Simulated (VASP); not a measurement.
Input of a VASP 6.6.1 run:

The input INCAR:

```
  PREC = Accurate
  ENCUT = 520
  EDIFF = 1E-6
  ISMEAR = 1
  SIGMA = 0.02
  LREAL = False
  LASPH = True
  NELM = 100
  ALGO = Normal
  ISIF = 2
  LWAVE = False
  LCHARG = False
  LDIPOL = True
  IDIPOL = 3
  DIPOL = 0.5 0.5 0.500
  NBANDS = 22
  EFIELD = -0.1
```

Contents of KPOINTS:

```
regular mesh
0
Gamma
  7 7 1
```

The input POSCAR:

```
Pd
1.0
    2.7232710000      0.0000000000      0.0000000000
   -0.9077569716      2.5675245315      0.0000000000
    0.0000000000      0.0000000000     16.4470830079
Pd
3
Direct
    0.0000000000      0.0000000000      0.3648063305
    0.5000000235      0.5000000235      0.5000000000
    0.0000000470      0.0000000470      0.6351936695
```

Potentials or basis: VASP PAW LDA potentials, release 64 (Pd).

Run with:

```bash
$ cat potpaw_LDA.64/Pd/POTCAR > POTCAR
$ mpirun -np 1 vasp_std > vasp.out
```

Problem. Predict the largest force.

Solution. 0.777 eV/Å.

Problem. What does it give for the band gap on the k mesh?

Solution. Zero (band 15 reaches 0.74 eV, above the bottom of band 16 at -0.16 eV).

Forces in eV/Å, atoms in the order of the input:
```
Pd   0.000  0.000  0.774
Pd   0.000  0.000  0.003
Pd   0.000  0.000 -0.777
```
